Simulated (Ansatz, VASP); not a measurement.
Given: the input of a run of VASP 6.6.1 on SiC.

The input INCAR:

```
SYSTEM = SiC
  PREC = Accurate
  ENCUT = 520
  EDIFF = 1E-7
  ISMEAR = -1
  SIGMA = 0.05
  LREAL = .False.
  LASPH = .True.
  NELM = 100
  ALGO = Normal
  ISIF = 2
  LWAVE = .False.
  LCHARG = .True.
  GGA = PS
  LELF = .True.
  LVHAR = .True.
  NBANDS = 11
```

The input KPOINTS:

```
regular mesh
0
Gamma
  10 10 10
  0 0 0
```

Contents of POSCAR:

```
SiC
1.0
    0.0000000000      2.2076743409      2.2076743409
    2.2076743409      0.0000000000      2.2076743409
    2.2076743409      2.2076743409      0.0000000000
Si C
1 1
Direct
    0.0000000000      0.0000000000      0.0000000000
    0.7500000000      0.7500000000      0.7500000000
```

Potentials or basis: VASP PAW PBE potentials, release 64 (Si, C).

Command:

```bash
$ cat potpaw_PBE.64/Si/POTCAR potpaw_PBE.64/C/POTCAR > POTCAR
$ mpirun -np 1 vasp_std > vasp.out
```

Task: Set up the same calculation for Ansatz 0.2.0. Potentials there: all-electron LAPW, scalar-relativistic.

Result: As run (the cutoff follows the program's own potentials):

input.yaml

```yaml
crystal:
  lattice:
    - [0.0, 2.2076743409, 2.2076743409]
    - [2.2076743409, 0.0, 2.2076743409]
    - [2.2076743409, 2.2076743409, 0.0]
  atoms:
    - { symbol: Si, position: [0.0, 0.0, 0.0] }
    - { symbol: C, position: [0.75, 0.75, 0.75] }
kpoints:
  mp_grid: { grid: [10, 10, 10] }
scf:
  occupations: { method: fermi_dirac, width: 0.05 }
hamiltonian:
  xc: pbesol
  pseudopotentials: { kind: all_electron, lapw: { basis_error: 0.0005 } }
output:
  forces: true
  stress: true
  eigenvalues: true
```

Potentials or basis: all-electron LAPW, scalar-relativistic.

Command:

```sh
$ ansatz run input.yaml --threads 1 --pin off --max-ram 3072MiB --backend cpu --events-out ev --progress --plain --runs-dir out
```

Both were run:

|  | VASP | Ansatz | Ansatz less VASP |
| --- | --- | --- | --- |
| gap on the k mesh at the Fermi level (eV) | 1.27 | 1.28 | +0.010 |
| least direct gap on the mesh (eV) | 4.40 | 4.41 | +0.009 |
| pressure (GPa) | -7.9 | -8.2 | -0.35 |

VASP's potentials were made for PBE, not for PBEsol. Ansatz ran all-electron here, and VASP with PAW potentials.
